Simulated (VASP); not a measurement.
# Rh: single point with PBEsol

The system is Rh.

```xyz
2
Lattice="2.8129 0.0000 0.0000 -1.4065 2.4361 0.0000 0.0000 0.0000 4.3621" Properties=species:S:1:pos:R:3 pbc="T T T"
Rh    1.4065    0.8120    3.2715
Rh    0.0000    1.6240    1.0905
```

This cell differs from its parent crystal: strain +0.030 along x and y, -0.015 along z.

| Property | Result |
| --- | --- |
| Program | VASP 6.6.1 |
| Task | single point |
| Functional | PBEsol |
| Potentials or basis | VASP PAW PBE potentials, release 64 (Rh_pv) |
| Cutoff | 520 eV |
| k mesh | 18 × 18 × 12 |
| Occupations | gaussian, width 0.15 eV |
| Spin | no spin polarisation |
| Dipole correction | no |
| Further INCAR settings | ALGO = Fast; EDIFF = 1e-06; NBANDS = 22 |

```json
{"Pressure": "-21.7 GPa", "Band gap on the k mesh": "zero (band 15 reaches 10.90 eV, above the bottom of band 16 at 8.86 eV)"}
```

Stress tensor (GPa, compression positive):
```
-23.84   0.00   0.00
  0.00 -23.84   0.00
  0.00   0.00 -17.30
```

Levels at points of the mesh, in eV from the Fermi level:
```csv
k point,band 11,band 12,band 13,band 14,band 15,band 16,band 17,band 18,band 19,band 20
"(0.00, 0.00, 0.00)",-2.46,-2.16,-2.16,-1.96,-1.96,0.10,0.10,1.15,8.36,15.53
"(0.50, 0.00, 0.00)",-2.25,-2.08,-1.84,0.18,0.51,0.65,2.64,4.51,9.81,10.45
"(0.00, 0.00, 0.50)",-2.89,-2.89,-2.74,-2.74,-0.39,-0.39,-0.39,-0.39,14.77,14.77
"(0.50, 0.00, 0.50)",-1.62,-1.62,-0.30,-0.30,0.39,0.39,2.46,2.46,8.39,8.39
```

Wall time 58 s on 1 thread of Intel(R) Xeon(R) 6975P-C (Granite Rapids), on a shared host, peak memory 0.24 GiB.

Caveat: the cell differs from its parent crystal (strain +0.030 along x and y, -0.015 along z); the PAW data sets were made with another functional, which shifts forces and pressure a little.
